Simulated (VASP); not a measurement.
Wanted: the native input for a VASP 6.6.1 run.

```yaml
Task: relaxation of cell and atoms
Functional: PBE
Potentials_or_basis: VASP PAW PBE potentials, release 64 (K_sv)
Cutoff: 600 eV
k_mesh: 13 × 13 × 13
Occupations: fermi-dirac, width 0.08 eV
Spin: no spin polarisation
Target_pressure: 8.4 GPa
Dipole_correction: no
Further_INCAR_settings: ALGO = Normal; EDIFF = 1e-06; IBRION = 2; EDIFFG = -0.005; NSW = 32; ISIF = 3
```

The structure of K lies in POSCAR:

```
K
1.0
    0.0000000000      2.6557236204      2.6557236204
    2.6557236204      0.0000000000      2.6557236204
    2.6557236204      2.6557236204      0.0000000000
K
1
Direct
    0.0000000000      0.0000000000      0.0000000000
```

This isn't the form of K at room conditions, which is bcc.

One way to write it, as run:

INCAR

```
PREC = Accurate ; ENCUT = 600
EDIFF = 1E-6 ; ISMEAR = -1
SIGMA = 0.08 ; LREAL = False
LASPH = True ; NELM = 80
ALGO = Normal ; ISIF = 3
LWAVE = False ; LCHARG = False
GGA = PE ; IBRION = 2
NSW = 32 ; EDIFFG = -0.005
PSTRESS = 84.0
```

KPOINTS

```
regular mesh
0
Gamma
  13 13 13
```

Potentials or basis: VASP PAW PBE potentials, release 64 (K_sv).

Run with:

```console
$ cat potpaw_PBE.64/K_sv/POTCAR > POTCAR
$ mpirun -np 1 vasp_std > vasp.out
```

Results of the run:

The relaxed volume is 37.49 Å³/atom and the relaxed cell is a = 3.757 Å, b = 3.757 Å, c = 3.757 Å, α = 60.00°, β = 60.00°, γ = 60.00°. The space group after relaxing (to 0.1 Å) is Fm-3m (No. 225), the energy change on relaxing (the run minimises the enthalpy) is -1.6 meV/atom and the ionic steps are 2. The pressure after relaxing is 8.4 GPa. The band gap on the k mesh is zero (an odd number of electrons rules out a gap without spin polarisation).

Caveat: the cell is relaxed towards a set pressure, so the run minimises the enthalpy, not the energy.

Wall time 14 s on 1 thread of Intel(R) Xeon(R) 6975P-C (Granite Rapids), on a shared host, peak memory 0.18 GiB.
